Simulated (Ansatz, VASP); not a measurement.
## S in VASP and in Ansatz

The input INCAR:

```
SYSTEM = S
PREC = Accurate ; ENCUT = 520
EDIFF = 1E-6 ; ISMEAR = -1
SIGMA = 0.1 ; LREAL = .False.
LASPH = .True. ; NELM = 80
ALGO = Normal ; ISIF = 2
LWAVE = .False. ; LCHARG = .False.
GGA = PE ; NBANDS = 9
```

File KPOINTS:

```
regular mesh
0
Gamma
  16 16 16
  0 0 0
```

POSCAR

```
S
1.0
   -1.2538507473      1.2538507473      1.2538507473
    1.2538507473     -1.2538507473      1.2538507473
    1.2538507473      1.2538507473     -1.2538507473
S
1
Direct
    0.0000000000      0.0000000000      0.0000000000
```

Input for Ansatz:

```yaml
crystal:
  lattice:
    - [-1.2538507473, 1.2538507473, 1.2538507473]
    - [1.2538507473, -1.2538507473, 1.2538507473]
    - [1.2538507473, 1.2538507473, -1.2538507473]
  atoms:
    - { symbol: S, position: [0.0, 0.0, 0.0] }
kpoints:
  mp_grid: { grid: [16, 16, 16] }
scf:
  occupations: { method: fermi_dirac, width: 0.1 }
hamiltonian:
  xc: pbe
  pseudopotentials: { kind: paw }
output:
  forces: true
  stress: true
  eigenvalues: true
  populations: true
  write_density: true
  write_potential: true
  elf: true
  volumetric_format: npy
```

Change from the starting cell: volume scaled by 0.5, PAW files.

Alike in both runs: task single point; functional PBE; k mesh 16 × 16 × 16; occupations fermi-dirac, width 0.1 eV; no spin polarisation.

|  | VASP | Ansatz |
| --- | --- | --- |
| version | VASP 6.6.1 | Ansatz 0.2.0 |
| potentials or method | VASP PAW PBE potentials, release 64 (S) | PAW with Ansatz's default frozen-core files, scalar-relativistic |
| plane-wave cutoff (eV) | 520 | 420 |
| valence electrons in the cell | 6 | 6 |

```tsv
	VASP	Ansatz	Ansatz less VASP
pressure (GPa)	214.9	217.7	+2.79
```

Both programs put the cell under a high pressure, so it lies far from rest at this level.

Noted on VASP's run: the cell as given lies far from equilibrium.
